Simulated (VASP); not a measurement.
Crystal: Sn.

```xyz
1
Lattice="-2.0292 2.0292 1.6608 2.0292 -2.0292 1.6608 2.0292 2.0292 -1.6608" Properties=species:S:1:pos:R:3 pbc="T T T"
Sn    0.0000    0.0000    0.0000
```

```yaml
Program: VASP 6.6.1
Task: relaxation of cell and atoms
Functional: PBE
Dispersion: D4
Potentials_or_basis: VASP PAW PBE potentials, release 64 (Sn_d)
Cutoff: 600 eV
k_mesh: 10 × 10 × 10
Occupations: fermi-dirac, width 0.05 eV
Spin: no spin polarisation
```

At the start: pressure -1.4 GPa; volume 27.35 Å³/atom.

Problem. How do energy, volume and symmetry change on relaxing?

Solution. Over 7 steps the energy falls by 5.3 meV/atom and the volume is 26.52 Å³/atom (-3.1 %); space group I4/mmm (No. 139, to 0.05 Å).

Step by step:
| step | energy change (eV) | largest force (eV/Å) | pressure (GPa) | volume (Å³) |
| --- | --- | --- | --- | --- |
| 1 | 0.0000 | 0.0000 | -1.45 | 27.35 |
| 2 | -0.0049 | 0.0000 | 0.26 | 26.39 |
| 3 | -0.0050 | 0.0000 | 0.16 | 26.45 |
| 4 | -0.0050 | 0.0000 | 0.10 | 26.47 |
| 5 | -0.0052 | 0.0000 | 0.00 | 26.51 |
| 6 | -0.0053 | 0.0000 | -0.06 | 26.52 |
| 7 | -0.0053 | 0.0000 | -0.03 | 26.52 |

Final structure:
```yaml
crystal:
  lattice:
    - [-1.99675, 1.99675, 1.66274]
    - [1.99675, -1.99675, 1.66274]
    - [1.99675, 1.99675, -1.66274]
  atoms:
    - { symbol: Sn, position: [0.00000, 0.00000, 0.00000] }
```

Caveat: pairwise dispersion overbinds metals, which lowers pressure and volume.
